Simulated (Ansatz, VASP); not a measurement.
**MgS5: VASP beside Ansatz**

```
Mg S
1.0
     4.65034    0.00000    0.00000
    -2.32517    4.02731    0.00000
     0.00000    0.00000    7.35926
Mg S
1 5
Direct
  0.00000 0.00000 0.00000
  0.00000 0.73655 0.50000
  0.73655 0.00000 0.50000
  0.26345 0.26345 0.50000
  0.66667 0.33333 0.00000
  0.33333 0.66667 0.00000
```

Change from the starting cell: species swapped into the Mg5Zn type (P-62m, No. 189).

Alike in both runs: functional PBE; k mesh 6 × 6 × 2; occupations gaussian, width 0.1 eV; no spin polarisation.

Ansatz relaxed the structure, and its values are those at the end. VASP's run is a single point on that final structure, the one shown.

```csv
,VASP,Ansatz
version,VASP 6.6.1,Ansatz 0.2.0
potentials or method,"VASP PAW PBE potentials, release 64 (Mg, S), cutoff 520 eV","scalar-relativistic, plane waves, PAW"
valence electrons in the cell,32,40
```

```tsv
	VASP	Ansatz	Ansatz less VASP
gap on the k mesh at the Fermi level (eV)	none	none	-
pressure (GPa)	-0.3	0.0	+0.34
rms of the force components (eV/Å)	0.081	0.002	-0.0782
```

A gap of «none» marks a metal or a gap that the smearing closes. The functional is the same, so the differences come from potentials, cutoffs and numerics. VASP's potentials hold 32 valence electrons a cell and Ansatz's 40, so a difference there can come from the potentials and not from the codes.

The k mesh is coarse, so the values compare programs but aren't converged.
